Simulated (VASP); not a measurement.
# TaN in VASP: single point with r2SCAN

Aim: the single point of TaN with r2SCAN.

Everything below comes from runs of VASP 6.6.1. Logs are shortened: lines on timing, memory, paths and dates and some standing lists are left out, and cuts for length are marked.

## Step 1: The cell of the first run

The cell holds a slab with vacuum, 6 atoms: a = 2.936 Å, b = 2.936 Å, c = 24.212 Å, α = 90.00°, β = 90.00°, γ = 120.00°.

## Step 2: Single point, r2SCAN

POSCAR reads:

```
TaN
1.0
    2.9361543272      0.0000000000      0.0000000000
   -1.4680771636      2.5427842368      0.0000000000
    0.0000000000      0.0000000000     24.2115463819
Ta N
3 3
Direct
    0.3333333333      0.6666666667      0.3510721647
    0.3333333333      0.6666666667      0.4702144329
    0.3333333333      0.6666666667      0.5929237944
    0.0000000000      0.0000000000      0.4106432988
    0.0000000000      0.0000000000      0.5276978475
    0.0000000000      0.0000000000      0.6355997982
```

INCAR.step1 reads:

```
  ALGO = Normal
  DIPOL = 0.5 0.5 0.498
  EDIFF = 1E-4
  ENCUT = 520
  GGA = PE
  IDIPOL = 3
  ISMEAR = 0
  LASPH = T
  LCHARG = F
  LDIPOL = T
  LREAL = F
  LWAVE = T
  NBANDS = 33
  NELM = 100
  PREC = Accurate
  SIGMA = 0.1
```

INCAR.step2 reads:

```
  ALGO = Normal
  DIPOL = 0.5 0.5 0.498
  EDIFF = 1E-6
  ENCUT = 520
  IDIPOL = 3
  ISIF = 2
  ISMEAR = 0
  ISTART = 1
  LASPH = T
  LCHARG = F
  LDIPOL = T
  LMIXTAU = T
  LREAL = F
  LWAVE = F
  METAGGA = R2SCAN
  NBANDS = 33
  NELM = 100
  PREC = Accurate
  SIGMA = 0.1
```

KPOINTS reads:

```
k-points
0
Gamma
  12 12 1
```

Potentials or basis: VASP PAW PBE potentials, release 64 (Ta_pv, N).

On the command line:

```
cat potpaw_PBE.64/Ta_pv/POTCAR potpaw_PBE.64/N/POTCAR > POTCAR
cp INCAR.step1 INCAR
mpirun -np 1 vasp_std > vasp.out
cp INCAR.step2 INCAR
mpirun -np 1 vasp_std > vasp.out
```

OUTCAR:

```text
EDIFF = 1E-6
   ENCUT = 520
   ISIF = 2
   ISMEAR = 0
   ISTART = 1
   LASPH = T
   LREAL = F
   METAGGA = R2SCAN
   NELM = 100
   PREC = Accurate

 ion  position               nearest neighbor table
   1  0.333  0.667  0.351-   4 2.23   4 2.23   4 2.23   2 2.88
   2  0.333  0.667  0.470-   5 2.19   5 2.19   5 2.19   4 2.23   4 2.23   4 2.23   1 2.88   3 2.97

   3  0.333  0.667  0.593-   6 1.99   6 1.99   6 1.99   5 2.32   5 2.32   5 2.32   2 2.97
   4  0.000  0.000  0.411-   1 2.23   2 2.23   1 2.23   2 2.23   1 2.23   2 2.23
   5  0.000  0.000  0.528-   2 2.19   2 2.19   2 2.19   3 2.32   3 2.32   3 2.32
   6  0.000  0.000  0.636-   3 1.99   3 1.99   3 1.99

  LATTYP: Found a hexagonal cell.
 ALAT       =     2.9361543272
 C/A-ratio  =     8.2460060623

  Lattice vectors:

 A1 = (   2.9361543272,   0.0000000000,   0.0000000000)
 A2 = (  -1.4680771636,   2.5427842368,   0.0000000000)
 A3 = (   0.0000000000,   0.0000000000,  24.2115463819)

Analysis of symmetry for initial positions (statically):
=====================================================================
 Subroutine PRICEL returns:
 Original cell was already a primitive cell.

 Routine SETGRP: Setting up the symmetry group for a
 hexagonal supercell.

 Subroutine GETGRP returns: Found  6 space group operations
 (whereof  6 operations were pure point group operations)
 out of a pool of 24 trial point group operations.

The static configuration has the point symmetry C_3v.

Analysis of symmetry for dynamics (positions and initial velocities):
=====================================================================
 Subroutine PRICEL returns:
 Original cell was already a primitive cell.

 Routine SETGRP: Setting up the symmetry group for a
 hexagonal supercell.

 Subroutine GETGRP returns: Found  6 space group operations
 (whereof  6 operations were pure point group operations)
 out of a pool of 24 trial point group operations.

The dynamic configuration has the point symmetry C_3v.

 Subroutine INISYM returns: Found  6 space group operations
 (whereof  6 operations are pure point group operations),
 and found     1 'primitive' translations

----------------------------------------------------------------------------------------

                                     Primitive cell

  volume of cell :     180.7636

  direct lattice vectors                    reciprocal lattice vectors
[... 99 lines left out ...]
   PSTRESS=    0.0 pullay stress
   NELECT =      48.0000    total number of electrons
   NUPDOWN=      -1.0000    fix difference up-down
   EMIN   =  10.00;   EMAX   =-10.00  energy-range for DOS
   EFERMI =   0.00;   METHOD = LEGACY
   ISMEAR =     0;   SIGMA  =   0.10  broadening in eV -4-tet -1-fermi 0-gaus
   EFERMI_NEDOS =   21; number of points for ismear=-14 and -15
   IALGO  =     38    algorithm
   IMIX   =      4    mixing-type and parameters
     AMIX     =   0.40;   BMIX     =  1.00
     AMIX_MAG =   1.60;   BMIX_MAG =  1.00
  volume/ion in A,a.u.               =      30.13       203.31
  Fermi-wavevector in a.u.,A,eV,Ry     =   1.052248  1.988461 15.064734  1.107227
  Thomas-Fermi vector in A             =   2.187324
   LORBIT       =      0    0 simple, 1 ext, 2 COOP (PROOUT), +10 PAW based schemes
   METAGGA = R2SCAN    functional components
   LHFCALC =     F    Hartree Fock is set to
   AEXX    =    0.0000 exact exchange contribution
   IVDW    =     0    specifies the selected vdW correction
   LEPSILON=     F    determine dielectric tensor
   LRPA    =     F    only Hartree local field effects (RPA)
 non-spin polarized calculation
 Gauss-broadening in eV      SIGMA  =   0.10
  energy-cutoff  :      520.00
  volume of cell :      180.76
 maximum number of plane-waves:      4963
 NGX is ok and might be reduce to    24
   NGX = 11   NGY = 11   NGZ = 91

 dipolmoment           0.000000      0.000000     -0.028913 electrons x Angstroem

 number of electron      48.0000005 magnetization

 dipolmoment           0.000000      0.000000      0.052223 electrons x Angstroem

 Free energy of the ion-electron system (eV)
  ---------------------------------------------------
  ext. energy  EPLUGINS =         0.00000000
  ---------------------------------------------------
  free energy    TOTEN  =      -177.38600034 eV

  energy without entropy =     -177.37165098  energy(sigma->0) =     -177.37882566

 E-fermi :  -0.9010     XC(G=0):  -5.8371

 val. band max:       -0.9200605898   @ k =   0.3333   0.1667   0.0000
 cond. band min:      -0.7947274537   @ k =   0.4167   0.1667   0.0000
 fundamental gap:      0.1253331362
 Fermi energy:        -0.9009578099

 k-point     1 :       0.0000    0.0000    0.0000
  band No.  band energies     occupation
      1     -37.4629      2.00000
      2     -37.1514      2.00000
      3     -36.7445      2.00000
      4     -36.7445      2.00000
      5     -36.7154      2.00000
      6     -36.3682      2.00000
[... 673 lines left out ...]
     32       4.1407      0.00000
     33       6.3104      0.00000

------------------------ aborting loop because EDIFF is reached ----------------------------------------

 vacuum level on the upper side and lower side of the slab       (xc-potential included)         0.613        -0.627

  FORCE on cell =-STRESS in cart. coord.  units (eV):
  Direction    XX          YY          ZZ          XY          YZ          ZX
  --------------------------------------------------------------------------------------
  -------------------------------------------------------------------------------------
  Total        2.6917466      2.6917466      0.4215859      0.0000000      0.0000000      0.0000000
  in kB       23.8579896     23.8579896      3.7366789      0.0000000      0.0000000      0.0000000
  external PRESSURE =      17.1508860 kB  Pullay stress =       0.0000000 kB

 VOLUME and BASIS-vectors are now :
 -----------------------------------------------------------------------------
  energy-cutoff  :      520.00
  volume of cell :      180.76
      direct lattice vectors                 reciprocal lattice vectors
     2.936154327  0.000000000  0.000000000     0.340581553  0.196634851  0.000000000
    -1.468077164  2.542784237  0.000000000     0.000000000  0.393269702  0.000000000
     0.000000000  0.000000000 24.211546382     0.000000000  0.000000000  0.041302608

 POSITION                                       TOTAL-FORCE (eV/Angst)
 -----------------------------------------------------------------------------------
     -0.00000      1.69519      8.50000         0.000000     -0.000000     -0.156475
     -0.00000      1.69519     11.38462         0.000000     -0.000000     -0.247629
     -0.00000      1.69519     14.35560        -0.000000      0.000000     -0.063713
      0.00000      0.00000      9.94231        -0.000000      0.000000      0.306654
      0.00000      0.00000     12.77638        -0.000000      0.000000     -0.013158
      0.00000      0.00000     15.38885        -0.000000      0.000000      0.174321
 -----------------------------------------------------------------------------------
    total drift:                                0.000001     -0.000001     -0.001333

  FREE ENERGIE OF THE ION-ELECTRON SYSTEM (eV)
  ---------------------------------------------------
  free  energy   TOTEN  =      -177.3860003377 eV

  energy  without entropy=     -177.3716509825  energy(sigma->0) =     -177.37882566

 vacuum level on the upper side and lower side of the slab         5.492         4.223
```

OUTCAR.step1:

```text
EDIFF = 1E-4
   ENCUT = 520
   GGA = PE
   ISMEAR = 0
   LASPH = T
   LREAL = F
   NELM = 100
[... 920 lines left out ...]
      0.00000      0.00000     12.77638        -0.000000      0.000000     -0.049701
      0.00000      0.00000     15.38885         0.000000      0.000000      0.596679
 -----------------------------------------------------------------------------------
    total drift:                               -0.000000      0.000000      0.007228

  FREE ENERGIE OF THE ION-ELECTRON SYSTEM (eV)
  ---------------------------------------------------
  free  energy   TOTEN  =       -63.8413812777 eV

  energy  without entropy=      -63.8275000002  energy(sigma->0) =      -63.83444064

 vacuum level on the upper side and lower side of the slab         4.953         3.808
```

Wall time 21 min (1 thread of Intel Xeon 8259CL, shared host); peak memory 0.4 GiB.

What came out:

```
Free energy            : -177.3860 eV
Largest force          : 0.307 eV/Å
Band gap on the k mesh : zero (bands 24 and 25 overlap by 1.18 eV)
```

Forces on the atoms (eV/Å):
```
Ta   0.000  0.000 -0.156
Ta   0.000  0.000 -0.248
Ta   0.000  0.000 -0.064
N    0.000  0.000  0.307
N    0.000  0.000 -0.013
N    0.000  0.000  0.174
```

Levels at points of the mesh, in eV from the Fermi level:
```tsv
k point	band 20	band 21	band 22	band 23	band 24	band 25	band 26	band 27	band 28	band 29
(0.00, 0.00, 0.00)	-3.41	-3.41	-1.71	-0.90	0.79	0.79	1.17	1.69	1.69	2.97
(0.50, 0.00, 0.00)	-3.58	-2.92	-2.30	-1.04	0.44	0.77	2.64	3.79	4.40	4.43
```

Caveat: the PAW data sets were made with another functional, which shifts forces and pressure a little; spin-orbit coupling is left out, which moves the levels of the heavy elements.

The gap in the log of VASP goes by the Fermi energy; the results here count the filled bands.